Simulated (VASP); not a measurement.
# TaRu4 (P6_3/mmc) in VASP: notebook, part 2 of 2

VASP 6.6.1. The steps go on from the part before.

## 3. Single point, PBE

This run uses another cell than the first one, of 14.05 Å³/atom.

Input file INCAR:

```
ALGO = Normal
EDIFF = 1E-6
ENCUT = 520
GGA = PE
ISIF = 2
ISMEAR = 0
LASPH = T
LCHARG = F
LREAL = F
LWAVE = F
NBANDS = 78
NELM = 100
PREC = Accurate
SIGMA = 0.1
```

Input file KPOINTS:

```
k-points
0
Gamma
  6 6 1
```

Input file POSCAR:

```
TaRu4
1.0
    2.7136633800      0.0000000000      0.0000000000
   -1.3568316900      2.3501014200      0.0000000000
    0.0000000000      0.0000000000     22.0281684800
Ta Ru
2 8
Direct
    0.3333333300      0.6666666700      0.2500000000
    0.6666666700      0.3333333300      0.7500000000
    0.3333333300      0.6666666700      0.8500000000
    0.3333333300      0.6666666700      0.0500000000
    0.3333333300      0.6666666700      0.4500000000
    0.3333333300      0.6666666700      0.6500000000
    0.6666666700      0.3333333300      0.9500000000
    0.6666666700      0.3333333300      0.1500000000
    0.6666666700      0.3333333300      0.3500000000
    0.6666666700      0.3333333300      0.5500000000
```

Potentials or basis: VASP PAW PBE potentials, release 64 (Ta_pv, Ru_pv).

On the command line:

```bash
cat potpaw_PBE.64/Ta_pv/POTCAR potpaw_PBE.64/Ru_pv/POTCAR > POTCAR
mpirun -np 1 vasp_std > vasp.out
```

OUTCAR:

```text
EDIFF = 1E-6
   ENCUT = 520
   GGA = PE
   ISIF = 2
   ISMEAR = 0
   LASPH = T
   LREAL = F
   NELM = 100
   PREC = Accurate

 ion  position               nearest neighbor table
   1  0.333  0.667  0.250-   8 2.70   9 2.70   8 2.70   9 2.70   8 2.70   9 2.70
   2  0.667  0.333  0.750-   3 2.70   6 2.70   3 2.70   6 2.70   3 2.70   6 2.70
   3  0.333  0.667  0.850-   2 2.70   7 2.70   2 2.70   7 2.70   2 2.70   7 2.70
   4  0.333  0.667  0.050-   7 2.70   8 2.70   7 2.70   8 2.70   7 2.70   8 2.70
   5  0.333  0.667  0.450-  10 2.70   9 2.70  10 2.70   9 2.70  10 2.70   9 2.70
   6  0.333  0.667  0.650-   2 2.70  10 2.70   2 2.70  10 2.70   2 2.70  10 2.70
[... 772 lines left out ...]

 VOLUME and BASIS-vectors are now :
 -----------------------------------------------------------------------------
  energy-cutoff  :      520.00
  volume of cell :      140.48
      direct lattice vectors                 reciprocal lattice vectors
     2.713663380  0.000000000  0.000000000     0.368505544  0.212756775  0.000000000
    -1.356831690  2.350101420  0.000000000     0.000000000  0.425513551  0.000000000
     0.000000000  0.000000000 22.028168480     0.000000000  0.000000000  0.045396421

 POSITION                                       TOTAL-FORCE (eV/Angst)
 -----------------------------------------------------------------------------------
     -0.00000      1.56673      5.50704         0.000000     -0.000000     -0.000000
      1.35683      0.78337     16.52113        -0.000000      0.000000     -0.000000
     -0.00000      1.56673     18.72394         0.000000     -0.000000      1.764441
     -0.00000      1.56673      1.10141        -0.000000      0.000000     -0.462837
     -0.00000      1.56673      9.91268        -0.000000     -0.000000      0.462837
     -0.00000      1.56673     14.31831        -0.000000      0.000000     -1.764441
      1.35683      0.78337     20.92676         0.000000     -0.000000      0.462837
      1.35683      0.78337      3.30423        -0.000000      0.000000     -1.764441
      1.35683      0.78337      7.70986         0.000000     -0.000000      1.764441
      1.35683      0.78337     12.11549         0.000000     -0.000000     -0.462837
 -----------------------------------------------------------------------------------
    total drift:                               -0.000019      0.000011     -0.000002

  FREE ENERGIE OF THE ION-ELECTRON SYSTEM (eV)
  ---------------------------------------------------
  free  energy   TOTEN  =       -96.1911357656 eV

  energy  without entropy=      -96.1488106903  energy(sigma->0) =      -96.16997323
```

stdout:

```text
POSCAR found type information on POSCAR TaRu
 POSCAR found :  2 types and      10 ions
 scaLAPACK will be used
 LDA part: xc-table for (Slater+PW92), standard interpolation
 POSCAR, INCAR and KPOINTS ok, starting setup
 FFT: planning ... GRIDC
 FFT: planning ... GRID_SOFT
 FFT: planning ... GRID
 WAVECAR not read
 entering main loop
```

Run time: 4.1 min. Hardware: 1 thread of Intel Xeon 8259CL, shared host; peak memory 0.27 GiB.

Results:

```yaml
Free_energy: -96.1911 eV
Pressure: 13.8 GPa
Largest_force: 1.764 eV/Å
Band_gap_on_the_k_mesh: zero (bands 67 and 68 overlap by 2.44 eV)
```

Forces on the atoms (eV/Å):
```
Ta   0.000  0.000  0.000
Ta   0.000  0.000  0.000
Ru   0.000  0.000  1.764
Ru   0.000  0.000 -0.463
Ru   0.000  0.000  0.463
Ru   0.000  0.000 -1.764
Ru   0.000  0.000  0.463
Ru   0.000  0.000 -1.764
Ru   0.000  0.000  1.764
Ru   0.000  0.000 -0.463
```

Levels at points of the mesh, in eV from the Fermi level:
```tsv
k point	band 63	band 64	band 65	band 66	band 67	band 68	band 69	band 70
(0.00, 0.00, 0.00)	-0.88	-0.88	-0.87	-0.87	-0.82	-0.47	-0.47	-0.16
(0.50, 0.00, 0.00)	0.67	0.84	0.92	1.07	1.49	1.50	1.67	1.67
```

Caveat: the k points lie up to 0.45 Å⁻¹ apart, too coarse for converged energies and pressures of a metal; spin-orbit coupling is left out, which moves the levels of the heavy elements; forces of over 1 eV/Å act on the atoms, so gaps and moduli don't describe the material at rest.

## 4. Relaxation of cell and atoms, PBE

This run uses another cell than the first one, of 14.05 Å³/atom.

Input file INCAR:

```
  ALGO = Fast
  EDIFF = 1E-7
  EDIFFG = -0.04
  ENCUT = 600
  GGA = PE
  IBRION = 2
  ISIF = 3
  ISMEAR = 0
  LASPH = True
  LCHARG = False
  LREAL = False
  LWAVE = False
  NELM = 60
  NSW = 90
  PREC = Accurate
  SIGMA = 0.1
```

KPOINTS is that of step 3.

POSCAR is that of step 3.

On the command line:

```bash
cat potpaw_PBE.64/Ta_pv/POTCAR potpaw_PBE.64/Ru_pv/POTCAR > POTCAR
mpirun -np 1 vasp_std > vasp.out
```

It took 55 min on 1 thread of Intel Xeon 8259CL, shared host; peak memory 0.37 GiB.

It converged, with:

- Free energy: -97.0394 eV
- Relaxed volume: 14.69 Å³/atom
- Relaxed cell: a = 2.764 Å, b = 2.764 Å, c = 22.201 Å, α = 90.00°, β = 90.00°, γ = 120.00°
- Space group after relaxing (to 0.1 Å): P6_3/mmc (No. 194)
- Energy gained by relaxing: 84.6 meV/atom
- Ionic steps: 13
- Pressure after relaxing: 0.1 GPa
- Largest force after relaxing: 0.026 eV/Å
- Band gap on the k mesh: zero (bands 67 and 68 overlap by 2.13 eV)

Forces in eV/Å, atoms in the order of the input:
```
Ta   0.000  0.000  0.000
Ta   0.000  0.000  0.000
Ru   0.000  0.000 -0.014
Ru   0.000  0.000  0.026
Ru   0.000  0.000 -0.026
Ru   0.000  0.000  0.014
Ru   0.000  0.000 -0.026
Ru   0.000  0.000  0.014
Ru   0.000  0.000 -0.014
Ru   0.000  0.000  0.026
```

Stress tensor (GPa, compression positive):
```
0.19 0.00 0.00
0.00 0.19 0.00
0.00 0.00 0.05
```

The path:
```csv
step,energy change (eV),largest force (eV/Å),pressure (GPa),volume (Å³)
1,0.0000,1.7637,13.79,140.48
2,1.0594,0.6265,-25.67,166.48
3,-0.4621,1.2274,-3.93,149.05
4,-0.4632,1.2473,-3.22,148.65
5,-0.7456,0.5813,-0.25,146.98
6,-0.7781,0.2328,1.56,146.17
7,-0.8318,0.1708,-2.13,148.23
8,-0.8372,0.0953,-1.35,147.76
9,-0.8311,0.1006,2.53,145.68
10,-0.8441,0.0986,0.26,146.87
11,-0.8451,0.0294,-0.29,147.13
12,-0.8452,0.0456,-0.16,147.07
13,-0.8455,0.0258,0.14,146.90
```

Final structure:
```xyz
10
Lattice="2.7641 0.0000 0.0000 -1.3820 2.3938 0.0000 0.0000 0.0000 22.2010" Properties=species:S:1:pos:R:3 pbc="T T T"
Ta    0.0000    1.5958    5.5502
Ta    1.3820    0.7979   16.6507
Ru    0.0000    1.5958   19.0246
Ru    0.0000    1.5958    1.0515
Ru    0.0000    1.5958   10.0490
Ru    0.0000    1.5958   14.2769
Ru    1.3820    0.7979   21.1494
Ru    1.3820    0.7979    3.1764
Ru    1.3820    0.7979    7.9241
Ru    1.3820    0.7979   12.1520
```

Levels at points of the mesh, in eV from the Fermi level:
| k point | band 62 | band 63 | band 64 | band 65 | band 66 | band 67 | band 68 | band 69 | band 70 | band 71 |
| --- | --- | --- | --- | --- | --- | --- | --- | --- | --- | --- |
| (0.00, 0.00, 0.00) | -1.64 | -1.11 | -1.03 | -1.03 | -0.99 | -0.99 | -0.24 | -0.24 | -0.23 | -0.08 |
| (0.50, 0.00, 0.00) | 0.24 | 0.53 | 0.89 | 0.89 | 1.19 | 1.20 | 1.22 | 1.47 | 1.49 | 1.58 |

Caveat: the k points lie up to 0.44 Å⁻¹ apart in the final cell, too coarse for converged energies and pressures of a metal; spin-orbit coupling is left out, which moves the levels of the heavy elements.

## 5. Single point, PBE, collinear spin, ferromagnetic start

Input file INCAR:

```
PREC = Accurate
ENCUT = 520
EDIFF = 1E-6
ISMEAR = 0
SIGMA = 0.1
LREAL = False
LASPH = True
NELM = 150
ALGO = Normal
ISIF = 2
LWAVE = False
LCHARG = False
ISPIN = 2
MAGMOM = 0 0 1 1 1 1 1 1 1 1
LORBIT = 11
LMAXMIX = 4
GGA = PE
NBANDS = 82
```

Input file KPOINTS:

```
regular mesh
0
Gamma
  6 6 1
```

Input file POSCAR:

```
TaRu4
1.0
    2.7648524286      0.0000000000      0.0000000000
   -1.3824262143      2.3944324409      0.0000000000
    0.0000000000      0.0000000000     22.2014931223
Ta Ru
2 8
Direct
    0.3333333333      0.6666666667      0.2500000000
    0.6666666667      0.3333333333      0.7500000000
    0.3333333333      0.6666666667      0.8568315857
    0.3333333333      0.6666666667      0.0474356646
    0.3333333333      0.6666666667      0.4525643354
    0.3333333333      0.6666666667      0.6431684143
    0.6666666667      0.3333333333      0.9525643354
    0.6666666667      0.3333333333      0.1431684143
    0.6666666667      0.3333333333      0.3568315857
    0.6666666667      0.3333333333      0.5474356646
```

Potentials or basis: VASP PAW PBE potentials, release 64 (Ta_pv, Ru_pv).

On the command line:

```bash
cat potpaw_PBE.64/Ta_pv/POTCAR potpaw_PBE.64/Ru_pv/POTCAR > POTCAR
mpirun -np 1 vasp_std > vasp.out
```

OUTCAR:

```text
PREC = Accurate
   ENCUT = 520
   EDIFF = 1E-6
   ISMEAR = 0
   LREAL = False
   LASPH = True
   NELM = 150
   ISIF = 2
   ISPIN = 2
   LORBIT = 11
   GGA = PE

 ion  position               nearest neighbor table
   1  0.333  0.667  0.250-   8 2.86   9 2.86   8 2.86   9 2.86   8 2.86   9 2.86
   2  0.667  0.333  0.750-   3 2.86   6 2.86   3 2.86   6 2.86   3 2.86   6 2.86
   3  0.333  0.667  0.857-   7 2.66   7 2.66   7 2.66   2 2.86   2 2.86   2 2.86
   4  0.333  0.667  0.047-   7 2.64   7 2.64   7 2.64   8 2.66   8 2.66   8 2.66
   5  0.333  0.667  0.453-  10 2.64  10 2.64  10 2.64   9 2.66   9 2.66   9 2.66
   6  0.333  0.667  0.643-  10 2.66  10 2.66  10 2.66   2 2.86   2 2.86   2 2.86
   7  0.667  0.333  0.953-   4 2.64   4 2.64   4 2.64   3 2.66   3 2.66   3 2.66
   8  0.667  0.333  0.143-   4 2.66   4 2.66   4 2.66   1 2.86   1 2.86   1 2.86
   9  0.667  0.333  0.357-   5 2.66   5 2.66   5 2.66   1 2.86   1 2.86   1 2.86
  10  0.667  0.333  0.547-   5 2.64   5 2.64   5 2.64   6 2.66   6 2.66   6 2.66

  LATTYP: Found a hexagonal cell.
 ALAT       =     2.7648524286
 C/A-ratio  =     8.0299016659

  Lattice vectors:

 A1 = (   2.7648524286,   0.0000000000,   0.0000000000)
 A2 = (  -1.3824262143,   2.3944324409,   0.0000000000)
 A3 = (   0.0000000000,   0.0000000000,  22.2014931223)

Analysis of symmetry for initial positions (statically):
=====================================================================
 Subroutine PRICEL returns:
 Original cell was already a primitive cell.

 Routine SETGRP: Setting up the symmetry group for a
 hexagonal supercell.

 Subroutine GETGRP returns: Found 24 space group operations
 (whereof 12 operations were pure point group operations)
 out of a pool of 24 trial point group operations.

The static configuration has the point symmetry D_3d.
 The point group associated with its full space group is D_6h.

Analysis of symmetry for dynamics (positions and initial velocities):
=====================================================================
 Subroutine PRICEL returns:
 Original cell was already a primitive cell.

 Routine SETGRP: Setting up the symmetry group for a
 hexagonal supercell.

 Subroutine GETGRP returns: Found 24 space group operations
 (whereof 12 operations were pure point group operations)
 out of a pool of 24 trial point group operations.

The dynamic configuration has the point symmetry D_3d.
 The point group associated with its full space group is D_6h.

Analysis of structural, dynamic, and magnetic symmetry:
=====================================================================
 Subroutine PRICEL returns:
 Original cell was already a primitive cell.

 Routine SETGRP: Setting up the symmetry group for a
 hexagonal supercell.

 Subroutine GETGRP returns: Found 24 space group operations
 (whereof 12 operations were pure point group operations)
 out of a pool of 24 trial point group operations.

The overall configuration has the point symmetry D_3d.
 The point group associated with its full space group is D_6h.

 Subroutine INISYM returns: Found 24 space group operations
 (whereof 12 operations are pure point group operations),
 and found     1 'primitive' translations

[... 112 lines left out ...]
     AMIX_MAG =   1.60;   BMIX_MAG =  1.00
  volume/ion in A,a.u.               =      14.70        99.19
  Fermi-wavevector in a.u.,A,eV,Ry     =   1.587416  2.999782 34.285195  2.519891
  Thomas-Fermi vector in A             =   2.686577
   LORBIT       =     11    0 simple, 1 ext, 2 COOP (PROOUT), +10 PAW based schemes
   GGA     = PE    functional components
   LHFCALC =     F    Hartree Fock is set to
   AEXX    =    0.0000 exact exchange contribution
   IVDW    =     0    specifies the selected vdW correction
   LEPSILON=     F    determine dielectric tensor
   LRPA    =     F    only Hartree local field effects (RPA)
 spin polarized calculation
 Gauss-broadening in eV      SIGMA  =   0.10
  energy-cutoff  :      520.00
  volume of cell :      146.98
 maximum number of plane-waves:      3980
 NGX is ok and might be reduce to    24
   NGX = 11   NGY = 11   NGZ = 83

 number of electron     133.9999980 magnetization       0.0004422

 number of electron     133.9999980 magnetization      -0.0000637

 Free energy of the ion-electron system (eV)
  ---------------------------------------------------
  ext. energy  EPLUGINS =         0.00000000
  ---------------------------------------------------
  free energy    TOTEN  =       -97.04359809 eV

  energy without entropy =      -96.99491483  energy(sigma->0) =      -97.01925646

 E-fermi :  10.7399     XC(G=0): -13.6484

 val. band max:       10.7262845658   @ k =   0.1667   0.1667   0.0000
 cond. band min:      10.7740157657   @ k =   0.3333   0.1667   0.0000
 fundamental gap:      0.0477311998
 Fermi energy:        10.7398928331

 spin component 1

 k-point     1 :       0.0000    0.0000    0.0000
  band No.  band energies     occupation
      1     -32.7146      1.00000
      2     -32.7139      1.00000
      3     -32.2804      1.00000
      4     -32.2775      1.00000
      5     -32.0205      1.00000
      6     -32.0205      1.00000
[... 563 lines left out ...]
     78      13.0267      0.00000
     79      14.5700      0.00000
 Fermi energy:        10.7398928331

 spin component 2

 k-point     1 :       0.0000    0.0000    0.0000
  band No.  band energies     occupation
      1     -32.7147      1.00000
      2     -32.7140      1.00000
      3     -32.2805      1.00000
      4     -32.2776      1.00000
      5     -32.0206      1.00000
      6     -32.0206      1.00000
[... 563 lines left out ...]
     78      13.0267      0.00000
     79      14.5701      0.00000
 [bands above 79 left out]

------------------------ aborting loop because EDIFF is reached ----------------------------------------

  FORCE on cell =-STRESS in cart. coord.  units (eV):
  Direction    XX          YY          ZZ          XY          YZ          ZX
  --------------------------------------------------------------------------------------
  -------------------------------------------------------------------------------------
  Total        0.0304790      0.0304790     -0.0837867      0.0000000      0.0000000      0.0000000
  in kB        0.3322420      0.3322420     -0.9133325      0.0000000      0.0000000      0.0000000
  external PRESSURE =      -0.0829495 kB  Pullay stress =       0.0000000 kB

 VOLUME and BASIS-vectors are now :
 -----------------------------------------------------------------------------
  energy-cutoff  :      520.00
  volume of cell :      146.98
      direct lattice vectors                 reciprocal lattice vectors
     2.764852429  0.000000000  0.000000000     0.361682956  0.208817752  0.000000000
    -1.382426214  2.394432441  0.000000000     0.000000000  0.417635504  0.000000000
     0.000000000  0.000000000 22.201493122     0.000000000  0.000000000  0.045042016

 POSITION                                       TOTAL-FORCE (eV/Angst)
 -----------------------------------------------------------------------------------
     -0.00000      1.59629      5.55037        -0.000000      0.000000      0.000000
      1.38243      0.79814     16.65112         0.000000      0.000000      0.000000
     -0.00000      1.59629     19.02294         0.000000      0.000000      0.008026
     -0.00000      1.59629      1.05314         0.000000     -0.000000      0.001353
     -0.00000      1.59629     10.04760         0.000000     -0.000000     -0.001353
     -0.00000      1.59629     14.27930         0.000000      0.000000     -0.008026
      1.38243      0.79814     21.14835        -0.000000      0.000000     -0.001353
      1.38243      0.79814      3.17855         0.000000     -0.000000     -0.008026
      1.38243      0.79814      7.92219        -0.000000     -0.000000      0.008026
      1.38243      0.79814     12.15389         0.000000      0.000000      0.001353
 -----------------------------------------------------------------------------------
    total drift:                               -0.000000      0.000000     -0.000000

  FREE ENERGIE OF THE ION-ELECTRON SYSTEM (eV)
  ---------------------------------------------------
  free  energy   TOTEN  =       -97.0435980874 eV

  energy  without entropy=      -96.9949148297  energy(sigma->0) =      -97.01925646

 total charge

# of ion       s       p       d       tot
------------------------------------------
    1        0.399   6.195   2.450   9.044
    2        0.399   6.195   2.450   9.044
    3        0.391   6.281   5.931  12.604
    4        0.398   6.294   5.913  12.604
    5        0.398   6.294   5.913  12.604
    6        0.391   6.281   5.931  12.604
    7        0.398   6.294   5.913  12.604
    8        0.391   6.281   5.931  12.604
    9        0.391   6.281   5.931  12.604
   10        0.398   6.294   5.913  12.604
--------------------------------------------------
tot          3.953  62.690  52.279 118.922

 magnetization (x)

# of ion       s       p       d       tot
------------------------------------------
    1        0.000   0.000   0.000   0.000
    2        0.000   0.000   0.000   0.000
    3       -0.000   0.000  -0.000  -0.000
    4        0.000  -0.000  -0.000  -0.000
    5        0.000  -0.000  -0.000  -0.000
    6       -0.000   0.000  -0.000  -0.000
    7        0.000  -0.000  -0.000  -0.000
    8       -0.000   0.000  -0.000  -0.000
    9       -0.000   0.000  -0.000  -0.000
   10        0.000  -0.000  -0.000  -0.000
--------------------------------------------------
tot          0.000   0.000  -0.000  -0.000
```

It took 9.9 min on 1 thread of Intel Xeon 8259CL, shared host; peak memory 0.43 GiB.

Results:

```
Free energy                                           : -97.0436 eV
Pressure                                              : 0.0 GPa
Largest force                                         : 0.008 eV/Å
Band gap on the k mesh                                : zero (filled and empty bands overlap)
Net moment                                            : 0.00 μB per cell
Valence electrons inside the program's atomic spheres : Ta 9.04; Ru 12.60
```

Forces in eV/Å, atoms in the order of the input:
```
Ta   0.000  0.000  0.000
Ta   0.000  0.000  0.000
Ru   0.000  0.000  0.008
Ru   0.000  0.000  0.001
Ru   0.000  0.000 -0.001
Ru   0.000  0.000 -0.008
Ru   0.000  0.000 -0.001
Ru   0.000  0.000 -0.008
Ru   0.000  0.000  0.008
Ru   0.000  0.000  0.001
```

Stress tensor (GPa, compression positive):
```
 0.03  0.00  0.00
 0.00  0.03  0.00
 0.00  0.00 -0.09
```

Caveat: the k points lie up to 0.44 Å⁻¹ apart, too coarse for converged energies and pressures of a metal; spin-orbit coupling is left out, which moves the levels of the heavy elements.

## 6. Overview

```tsv
task	spin	cell	cutoff (eV)	gap on the mesh (eV)	pressure (GPa)	largest force (eV/Å)
single point	off	a = 2.765, b = 2.765, c = 22.201 Å, angles 90.0, 90.0, 120.0°, 10 atoms, atomic positions A	520	none	0.0	0.01
single point	off	a = 2.714, b = 2.714, c = 22.028 Å, angles 90.0, 90.0, 120.0°, 10 atoms, atomic positions B	520	none	13.8	1.76
relaxation of cell and atoms	off	relaxed from a = 2.714, b = 2.714, c = 22.028 Å, angles 90.0, 90.0, 120.0°, 10 atoms, atomic positions B	600	none	0.1	0.03
single point	collinear, ferromagnetic start	a = 2.765, b = 2.765, c = 22.201 Å, angles 90.0, 90.0, 120.0°, 10 atoms, atomic positions A	520	none	0.0	0.01
```

Alike in all rows: level PBE; potentials or basis VASP PAW PBE potentials, release 64 (Ta_pv, Ru_pv); k mesh 6 × 6 × 1; smearing gaussian 0.1 eV.

Caveats: all runs use coarse meshes; spin-orbit coupling is left out, which moves the levels of the heavy elements; forces of over 1 eV/Å act on the atoms, so gaps and moduli don't describe the material at rest (at least some runs).

Total energies depend on the potentials used, so only differences within one code and one set of settings carry meaning.
